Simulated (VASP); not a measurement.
Wanted: the native input for a VASP 6.6.1 run.

```yaml
Task: single point
Functional: PBE
Potentials_or_basis: VASP PAW PBE potentials, release 64 (S)
Cutoff: 520 eV
k_mesh: 16 × 16 × 16
Occupations: fermi-dirac, width 0.08 eV
Spin: no spin polarisation
Dipole_correction: no
Further_INCAR_settings: ALGO = Normal; EDIFF = 1e-07; NBANDS = 13
```

The structure of S lies in POSCAR:

```
S
1.0
   -2.7360185170      2.7360185170      1.1646237326
    2.7360185170     -2.7360185170      1.1646237326
    2.7360185170      2.7360185170     -1.1646237326
S
2
Direct
   -0.3750000000     -0.1250000000     -0.2500000000
    0.3750000000      0.1250000000      0.2500000000
```

One way to write it, as run:

INCAR

```
ALGO = Normal ; EDIFF = 1E-7
ENCUT = 520 ; GGA = PE
ISIF = 2 ; ISMEAR = -1
LASPH = T ; LCHARG = T
LELF = T ; LREAL = F
LVHAR = T ; LWAVE = F
NBANDS = 13 ; NELM = 100
PREC = Accurate ; SIGMA = 0.08
```

KPOINTS

```
k-points
0
Gamma
  16 16 16
```

Potentials or basis: VASP PAW PBE potentials, release 64 (S).

Launch:

```sh
$ cat potpaw_PBE.64/S/POTCAR > POTCAR
$ mpirun -np 1 vasp_std > vasp.out
```

It gave:

* Pressure: 2.1 GPa
* Band gap on the k mesh: zero (bands 6 and 7 overlap by 2.96 eV)

It took 3.4 min on 1 thread of Intel(R) Xeon(R) Platinum 8259CL CPU @ 2.50GHz (Skylake/Cascade Lake), with other jobs on the host, peak memory 0.25 GiB.
